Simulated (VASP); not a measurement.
A run of VASP 6.6.1 is set up as follows.

INCAR

```
  PREC = Accurate
  ENCUT = 520
  EDIFF = 1E-6
  ISMEAR = 0
  SIGMA = 0.01
  LREAL = False
  LASPH = True
  NELM = 60
  ALGO = Normal
  ISIF = 2
  LWAVE = False
  LCHARG = False
  GGA = PE
  NBANDS = 11
```

The input KPOINTS:

```
regular mesh
0
Gamma
  6 6 6
```

Contents of POSCAR:

```
AlN
1.0
    0.0073752209      2.2130815264      2.2130486116
    2.1597568041     -0.0140095865      2.2343200322
    2.1595845501      2.2344164847     -0.0140800307
Al N
1 1
Direct
   -0.0062581552     -0.0105387346      0.0009629464
    0.7518008632      0.7281736600      0.7400163738
```

Potentials or basis: VASP PAW PBE potentials, release 64 (Al, N).

Command:

```console
$ cat potpaw_PBE.64/Al/POTCAR potpaw_PBE.64/N/POTCAR > POTCAR
$ mpirun -np 1 vasp_std > vasp.out
```

Task: What does it give for the pressure?

Result: -1.3 GPa.

Task: What does it give for the band gap on the k mesh?

Result: 3.07 eV, indirect (least direct gap 3.80 eV).

Stress tensor (GPa, compression positive):
```
 1.12 -1.03 -1.00
-1.03 -2.59  0.51
-1.00  0.51 -2.59
```

A k mesh can miss the band edges.
